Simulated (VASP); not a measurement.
# B (Fd-3m) in VASP: notebook

The runs below take B through single point, with PBE.

All numbers are computed with VASP 6.6.1; they aren't measurements. Logs are shortened: lines on timing, memory, paths and dates and some standing lists are left out, and cuts for length are marked.

### Step 1. The cell of the first run

It takes space group Fd-3m (No. 227, cubic). The conventional cell has a = 3.509 Å, b = 3.509 Å, c = 3.509 Å, α = 90.00°, β = 90.00°, γ = 90.00°. Within 2.0 Å of B (site symmetry -43m) lie 4 B at 1.52 Å.

### Step 2. Single point, PBE (volume scaled by 0.65)

File INCAR:

```
SYSTEM = B
  PREC = Accurate
  ENCUT = 520
  EDIFF = 1E-6
  ISMEAR = -1
  SIGMA = 0.05
  LREAL = .False.
  LASPH = .True.
  NELM = 60
  ALGO = Normal
  ISIF = 2
  LWAVE = .False.
  LCHARG = .False.
  GGA = PE
  NBANDS = 10
```

File KPOINTS:

```
regular mesh
0
Gamma
  18 18 18
  0 0 0
```

File POSCAR:

```
B
1.0
    0.0000000000      1.7546082582      1.7546082582
    1.7546082582      0.0000000000      1.7546082582
    1.7546082582      1.7546082582      0.0000000000
B
2
Direct
   -0.1250000000     -0.1250000000     -0.1250000000
    0.1250000000      0.1250000000      0.1250000000
```

Potentials or basis: VASP PAW PBE potentials, release 64 (B).

On the command line:

```
$ cat potpaw_PBE.64/B/POTCAR > POTCAR
$ mpirun -np 1 vasp_std > vasp.out
```

OUTCAR:

```text
SYSTEM = B
   PREC = Accurate
   ENCUT = 520
   EDIFF = 1E-6
   ISMEAR = -1
   LREAL = .False.
   LASPH = .True.
   NELM = 60
   ISIF = 2
   GGA = PE

 ion  position               nearest neighbor table
   1  0.875  0.875  0.875-   2 1.52   2 1.52   2 1.52   2 1.52
   2  0.125  0.125  0.125-   1 1.52   1 1.52   1 1.52   1 1.52

  LATTYP: Found a face centered cubic cell.
 ALAT       =     3.5092165164

  Lattice vectors:

 A1 = (   0.0000000000,   1.7546082582,   1.7546082582)
 A2 = (   1.7546082582,   0.0000000000,   1.7546082582)
 A3 = (   1.7546082582,   1.7546082582,   0.0000000000)

Analysis of symmetry for initial positions (statically):
=====================================================================
 Subroutine PRICEL returns:
 Original cell was already a primitive cell.

 Routine SETGRP: Setting up the symmetry group for a
 face centered cubic supercell.

 Subroutine GETGRP returns: Found 48 space group operations
 (whereof 12 operations were pure point group operations)
 out of a pool of 48 trial point group operations.

The static configuration has the point symmetry D_3d.
 The point group associated with its full space group is O_h .

Analysis of symmetry for dynamics (positions and initial velocities):
=====================================================================
 Subroutine PRICEL returns:
 Original cell was already a primitive cell.

 Routine SETGRP: Setting up the symmetry group for a
 face centered cubic supercell.

 Subroutine GETGRP returns: Found 48 space group operations
 (whereof 12 operations were pure point group operations)
 out of a pool of 48 trial point group operations.

The dynamic configuration has the point symmetry D_3d.
 The point group associated with its full space group is O_h .

 Subroutine INISYM returns: Found 48 space group operations
 (whereof 12 operations are pure point group operations),
 and found     1 'primitive' translations

----------------------------------------------------------------------------------------

                                     Primitive cell

  volume of cell :      10.8036

  direct lattice vectors                    reciprocal lattice vectors
     0.000000000  1.754608258  1.754608258    -0.284963893  0.284963893  0.284963893
     1.754608258  0.000000000  1.754608258     0.284963893 -0.284963893  0.284963893
     1.754608258  1.754608258  0.000000000     0.284963893  0.284963893 -0.284963893

  length of vectors
     2.481390795  2.481390795  2.481390795     0.493571941  0.493571941  0.493571941

[... 81 lines left out ...]
   LREAL  =      F    real-space projection
   EDIFFG = 0.1E-04   stopping-criterion for IOM
   NSW    =      0    number of steps for IOM
   IBRION =     -1    ionic relax: 0-MD 1-quasi-New 2-CG
   NFREE  =      0    steps in history (QN), initial steepest desc. (CG)
   ISIF   =      2    stress and relaxation
   ISYM   =      2    0-nonsym 1-usesym 2-fastsym
   POTIM  = 0.5000    time-step for ionic-motion
   TEBEG  =    0.0;   TEEND  =   0.0 temperature during run
   PSTRESS=    0.0 pullay stress
   NELECT =       6.0000    total number of electrons
   NUPDOWN=      -1.0000    fix difference up-down
   EMIN   =  10.00;   EMAX   =-10.00  energy-range for DOS
   EFERMI =   0.00;   METHOD = LEGACY
   ISMEAR =    -1;   SIGMA  =   0.05  broadening in eV -4-tet -1-fermi 0-gaus
   EFERMI_NEDOS =   21; number of points for ismear=-14 and -15
   IALGO  =     38    algorithm
   IMIX   =      4    mixing-type and parameters
     AMIX     =   0.40;   BMIX     =  1.00
     AMIX_MAG =   1.60;   BMIX_MAG =  1.00
  volume/ion in A,a.u.               =       5.40        36.45
  Fermi-wavevector in a.u.,A,eV,Ry     =   1.345659  2.542927 24.637411  1.810799
  Thomas-Fermi vector in A             =   2.473554
   LORBIT       =      0    0 simple, 1 ext, 2 COOP (PROOUT), +10 PAW based schemes
   GGA     = PE    functional components
   LHFCALC =     F    Hartree Fock is set to
   AEXX    =    0.0000 exact exchange contribution
   IVDW    =     0    specifies the selected vdW correction
   LEPSILON=     F    determine dielectric tensor
   LRPA    =     F    only Hartree local field effects (RPA)
 non-spin polarized calculation
  energy-cutoff  :      520.00
  volume of cell :       10.80
 maximum number of plane-waves:       303
   NGX =  9   NGY =  9   NGZ =  9

 number of electron       6.0000000 magnetization

 Free energy of the ion-electron system (eV)
  ---------------------------------------------------
  ext. energy  EPLUGINS =         0.00000000
  ---------------------------------------------------
  free energy    TOTEN  =        -9.39658572 eV

  energy without entropy =       -9.39187327  energy(sigma->0) =       -9.39422949

 E-fermi :   7.6541     XC(G=0): -13.0363

 val. band max:        7.6511754740   @ k =   0.5000   0.2222   0.0000
 cond. band min:       7.6577784316   @ k =   0.2778   0.2222   0.0000
 fundamental gap:      0.0066029576
 Fermi energy:         7.6540689800

 k-point     1 :       0.0000    0.0000    0.0000
  band No.  band energies     occupation
      1      -8.7557      2.00000
      2      13.3762      0.00000
      3      13.3762      0.00000
      4      13.3762      0.00000
      5      18.3005      0.00000
      6      18.3005      0.00000
      7      18.3005      0.00000
      8      33.4244      0.00000
      9      33.5335      0.00000
     10      36.4140      0.00000
[... 287 lines left out ...]
 k-point    24 :      -0.2222    0.0556    0.0000
  band No.  band energies     occupation
      1      -7.0818      2.00000
      2       6.4093      2.00000
      3      10.3140      0.00000
      4      11.7442      0.00000
      5      20.3216      0.00000
      6      21.4702      0.00000
      7      23.2983      0.00000
      8      28.9389      0.00000
      9      30.7548      0.00000
     10      33.9768      0.00000

 [... further k-points ...]
[... 5 lines left out ...]
  --------------------------------------------------------------------------------------
  -------------------------------------------------------------------------------------
  Total       10.8363892     10.8363892     10.8363892      0.0000000      0.0000000      0.0000000
  in kB     1607.0325603   1607.0325603   1607.0325603      0.0000000      0.0000000      0.0000000
  external PRESSURE =    1607.0325603 kB  Pullay stress =       0.0000000 kB

 VOLUME and BASIS-vectors are now :
 -----------------------------------------------------------------------------
  energy-cutoff  :      520.00
  volume of cell :       10.80
      direct lattice vectors                 reciprocal lattice vectors
     0.000000000  1.754608258  1.754608258    -0.284963893  0.284963893  0.284963893
     1.754608258  0.000000000  1.754608258     0.284963893 -0.284963893  0.284963893
     1.754608258  1.754608258  0.000000000     0.284963893  0.284963893 -0.284963893

 POSITION                                       TOTAL-FORCE (eV/Angst)
 -----------------------------------------------------------------------------------
      3.07056      3.07056      3.07056         0.000000      0.000000     -0.000000
      0.43865      0.43865      0.43865        -0.000000     -0.000000      0.000000
 -----------------------------------------------------------------------------------
    total drift:                                0.000000      0.000000      0.000000

  FREE ENERGIE OF THE ION-ELECTRON SYSTEM (eV)
  ---------------------------------------------------
  free  energy   TOTEN  =        -9.3965857192 eV

  energy  without entropy=       -9.3918732697  energy(sigma->0) =       -9.39422949
```

OSZICAR:

```text
N       E                     dE             d eps       ncg     rms          rms(c)
DAV:   1     0.218453819252E+01    0.21845E+01   -0.31204E+03  4038   0.550E+02
DAV:   2    -0.983611577040E+01   -0.12021E+02   -0.11332E+02  5018   0.975E+01
DAV:   3    -0.996294486324E+01   -0.12683E+00   -0.12570E+00  4746   0.772E+00
DAV:   4    -0.996302192221E+01   -0.77059E-04   -0.77053E-04  4504   0.182E-01
DAV:   5    -0.996302193710E+01   -0.14891E-07   -0.15756E-07  4496   0.297E-03    0.479E+00
DAV:   6    -0.955020897323E+01    0.41281E+00   -0.18952E-01  4284   0.292E+00    0.288E+00
DAV:   7    -0.939601502456E+01    0.15419E+00   -0.23138E-01  4554   0.318E+00    0.503E-01
DAV:   8    -0.939659953153E+01   -0.58451E-03   -0.27167E-03  4446   0.448E-01    0.554E-02
DAV:   9    -0.939658225648E+01    0.17275E-04   -0.83490E-05  4388   0.614E-02    0.155E-02
DAV:  10    -0.939658551159E+01   -0.32551E-05   -0.17618E-06  4502   0.118E-02    0.222E-03
DAV:  11    -0.939658571921E+01   -0.20761E-06   -0.16400E-07  2536   0.336E-03
   1 F= -.93965857E+01 E0= -.93942295E+01  d E =-.471245E-02
```

stdout:

```text
POSCAR found type information on POSCAR B
 POSCAR found :  1 types and       2 ions
 scaLAPACK will be used
 LDA part: xc-table for (Slater+PW92), standard interpolation
 POSCAR, INCAR and KPOINTS ok, starting setup
 FFT: planning ... GRIDC
 FFT: planning ... GRID_SOFT
 FFT: planning ... GRID
 WAVECAR not read
 entering main loop
```

Run time: 9.5 s. Hardware: 1 thread of Intel Xeon Platinum 8488C (Sapphire Rapids), shared host; peak memory 0.13 GiB.

Results:

| Item | Value |
| --- | --- |
| Free energy | -9.3966 eV |
| Pressure | 160.7 GPa |
| Band gap on the k mesh | zero (band 3 reaches 13.38 eV, above the bottom of band 4 at 2.81 eV) |

### Step 3. Single point, PBE (volume scaled by 0.65)

File INCAR:

```
ALGO = Normal
EDIFF = 1E-7
ENCUT = 520
GGA = PE
ISIF = 2
ISMEAR = -1
LASPH = T
LCHARG = F
LREAL = F
LWAVE = F
NBANDS = 10
NELM = 60
PREC = Accurate
SIGMA = 0.05
```

File KPOINTS:

```
k-points
0
Gamma
  18 18 18
```

POSCAR is that of step 2.

Potentials or basis: VASP PAW PBE potentials, release 64 (B).

On the command line:

```
$ cat potpaw_PBE.64/B/POTCAR > POTCAR
$ mpirun -np 1 vasp_std > vasp.out
```

Wall time 17 s (1 thread of Intel Xeon Platinum 8488C (Sapphire Rapids), shared host); peak memory 0.12 GiB.

It converged, with:

| Property | Result |
| --- | --- |
| Free energy | -9.3966 eV |
| Pressure | 160.7 GPa |
| Band gap on the k mesh | zero (band 3 reaches 13.38 eV, above the bottom of band 4 at 2.81 eV) |

Levels at points of the mesh, in eV from the Fermi level:
```
           k point  band 1  band 2  band 3  band 4  band 5  band 6  band 7
(0.00, 0.00, 0.00)  -16.41    5.72    5.72    5.72   10.65   10.65   10.65
(0.50, 0.00, 0.00)  -10.00   -9.17    2.36    2.36   12.95   12.95   18.48
(0.50, 0.50, 0.00)   -7.30   -7.30   -2.08   -2.08    9.46    9.46   25.85
```

### Step 4. Single point, PBE (volume scaled by 0.75)

File INCAR:

```
SYSTEM = B
ALGO = Normal
EDIFF = 1E-6
ENCUT = 520
GGA = PE
ISIF = 2
ISMEAR = -1
LASPH = .True.
LCHARG = .True.
LELF = .True.
LREAL = .False.
LVHAR = .True.
LWAVE = .False.
NBANDS = 10
NELM = 60
PREC = Accurate
SIGMA = 0.05
```

File KPOINTS:

```
k-points
0
Gamma
  18 18 18
  0 0 0
```

File POSCAR:

```
B
1.0
    0.0000000000      1.8403318314      1.8403318314
    1.8403318314      0.0000000000      1.8403318314
    1.8403318314      1.8403318314      0.0000000000
B
2
Direct
   -0.1250000000     -0.1250000000     -0.1250000000
    0.1250000000      0.1250000000      0.1250000000
```

On the command line:

```
$ cat potpaw_PBE.64/B/POTCAR > POTCAR
$ mpirun -np 1 vasp_std > vasp.out
```

Wall time 15 s (1 thread of Intel Xeon Platinum 8488C (Sapphire Rapids), shared host); peak memory 0.13 GiB.

Results (log left out):

```yaml
Free_energy: -10.6345 eV
Pressure: 84.2 GPa
Band_gap_on_the_k_mesh: zero (band 3 reaches 11.32 eV, above the bottom of band 4 at 2.00 eV)
```

Levels at points of the mesh, in eV from the Fermi level:
```csv
k point,band 1,band 2,band 3,band 4,band 5,band 6,band 7,band 8
"(0.00, 0.00, 0.00)",-15.15,5.10,5.10,5.10,9.76,9.76,9.76,22.63
"(0.50, 0.00, 0.00)",-8.89,-8.80,2.11,2.11,12.00,12.00,16.10,18.34
"(0.50, 0.50, 0.00)",-6.80,-6.80,-1.79,-1.79,8.62,8.62,23.05,23.05
```

### Step 5. Single point, PBE (volume scaled by 0.75)

File INCAR:

```
PREC = Accurate
ENCUT = 520
EDIFF = 1E-6
ISMEAR = -1
SIGMA = 0.05
LREAL = False
LASPH = True
NELM = 100
ALGO = Normal
ISIF = 2
LWAVE = False
LCHARG = False
GGA = PE
NBANDS = 10
```

File KPOINTS:

```
Automatic mesh
0
Gamma
  18 18 18
```

POSCAR is that of step 4.

Potentials or basis: VASP PAW PBE potentials, release 64 (B).

On the command line:

```
$ cat potpaw_PBE.64/B/POTCAR > POTCAR
$ mpirun -np 1 vasp_std > vasp.out
```

OUTCAR:

```text
PREC = Accurate
   ENCUT = 520
   EDIFF = 1E-6
   ISMEAR = -1
   LREAL = False
   LASPH = True
   NELM = 100
   ISIF = 2
   GGA = PE

 ion  position               nearest neighbor table
   1  0.875  0.875  0.875-   2 1.59   2 1.59   2 1.59   2 1.59
   2  0.125  0.125  0.125-   1 1.59   1 1.59   1 1.59   1 1.59

  LATTYP: Found a face centered cubic cell.
 ALAT       =     3.6806636628

  Lattice vectors:

 A1 = (   0.0000000000,   1.8403318314,   1.8403318314)
 A2 = (   1.8403318314,   0.0000000000,   1.8403318314)
 A3 = (   1.8403318314,   1.8403318314,   0.0000000000)

Analysis of symmetry for initial positions (statically):
=====================================================================
 Subroutine PRICEL returns:
 Original cell was already a primitive cell.

 Routine SETGRP: Setting up the symmetry group for a
 face centered cubic supercell.

 Subroutine GETGRP returns: Found 48 space group operations
 (whereof 12 operations were pure point group operations)
 out of a pool of 48 trial point group operations.

The static configuration has the point symmetry D_3d.
 The point group associated with its full space group is O_h .

[... 162 lines left out ...]
 val. band max:        6.2105373962   @ k =   0.3889   0.2222   0.0000
 cond. band min:       6.2302873380   @ k =  -0.2778   0.1667   0.0556
 fundamental gap:      0.0197499418
 Fermi energy:         6.2281807912

 k-point     1 :       0.0000    0.0000    0.0000
  band No.  band energies     occupation
      1      -8.9195      2.00000
      2      11.3248      0.00000
      3      11.3248      0.00000
      4      11.3248      0.00000
      5      15.9879      0.00000
      6      15.9879      0.00000
      7      15.9879      0.00000
      8      28.8593      0.00000
      9      29.4459      0.00000
     10      32.8810      0.00000
[... 287 lines left out ...]
 k-point    24 :      -0.2222    0.0556    0.0000
  band No.  band energies     occupation
      1      -7.3663      2.00000
      2       5.0482      2.00000
      3       8.6269      0.00000
      4       9.8788      0.00000
      5      17.8132      0.00000
      6      18.8093      0.00000
      7      20.1460      0.00000
      8      25.7609      0.00000
      9      27.8026      0.00000
     10      30.4525      0.00000

 [... further k-points ...]
[... 5 lines left out ...]
  --------------------------------------------------------------------------------------
  -------------------------------------------------------------------------------------
  Total        6.5525956      6.5525956      6.5525956     -0.0000000      0.0000000      0.0000000
  in kB      842.1811921    842.1811921    842.1811921     -0.0000000      0.0000000      0.0000000
  external PRESSURE =     842.1811921 kB  Pullay stress =       0.0000000 kB

 VOLUME and BASIS-vectors are now :
 -----------------------------------------------------------------------------
  energy-cutoff  :      520.00
  volume of cell :       12.47
      direct lattice vectors                 reciprocal lattice vectors
     0.000000000  1.840331831  1.840331831    -0.271690133  0.271690133  0.271690133
     1.840331831  0.000000000  1.840331831     0.271690133 -0.271690133  0.271690133
     1.840331831  1.840331831  0.000000000     0.271690133  0.271690133 -0.271690133

 POSITION                                       TOTAL-FORCE (eV/Angst)
 -----------------------------------------------------------------------------------
      3.22058      3.22058      3.22058         0.000000      0.000000      0.000000
      0.46008      0.46008      0.46008        -0.000000     -0.000000     -0.000000
 -----------------------------------------------------------------------------------
    total drift:                                0.000000      0.000000     -0.000000

  FREE ENERGIE OF THE ION-ELECTRON SYSTEM (eV)
  ---------------------------------------------------
  free  energy   TOTEN  =       -10.6344642719 eV

  energy  without entropy=      -10.6285284440  energy(sigma->0) =      -10.63149636
```

OSZICAR:

```text
N       E                     dE             d eps       ncg     rms          rms(c)
DAV:   1     0.317633330756E+00    0.31763E+00   -0.29602E+03  4012   0.539E+02
DAV:   2    -0.109195214007E+02   -0.11237E+02   -0.10664E+02  5214   0.916E+01
DAV:   3    -0.110566766343E+02   -0.13716E+00   -0.13579E+00  4794   0.770E+00
DAV:   4    -0.110567626991E+02   -0.86065E-04   -0.86056E-04  4450   0.198E-01
DAV:   5    -0.110567627225E+02   -0.23365E-07   -0.23737E-07  4508   0.364E-03    0.413E+00
DAV:   6    -0.107505707454E+02    0.30619E+00   -0.13868E-01  4298   0.242E+00    0.247E+00
DAV:   7    -0.106338854375E+02    0.11669E+00   -0.17820E-01  4584   0.271E+00    0.403E-01
DAV:   8    -0.106344649701E+02   -0.57953E-03   -0.25854E-03  4364   0.427E-01    0.423E-02
DAV:   9    -0.106344604192E+02    0.45509E-05   -0.62039E-05  4530   0.531E-02    0.150E-02
DAV:  10    -0.106344640776E+02   -0.36584E-05   -0.21022E-06  4496   0.122E-02    0.184E-03
DAV:  11    -0.106344642719E+02   -0.19438E-06   -0.16018E-07  2454   0.320E-03
   1 F= -.10634464E+02 E0= -.10631496E+02  d E =-.593583E-02
```

It took 17 s on 1 thread of Intel Xeon Platinum 8488C (Sapphire Rapids), shared host; peak memory 0.13 GiB.

What came out:

| Item | Value |
| --- | --- |
| Free energy | -10.6345 eV |
| Pressure | 84.2 GPa |
| Band gap on the k mesh | zero (band 3 reaches 11.32 eV, above the bottom of band 4 at 2.00 eV) |

(Part 1 of 2 ends here.)
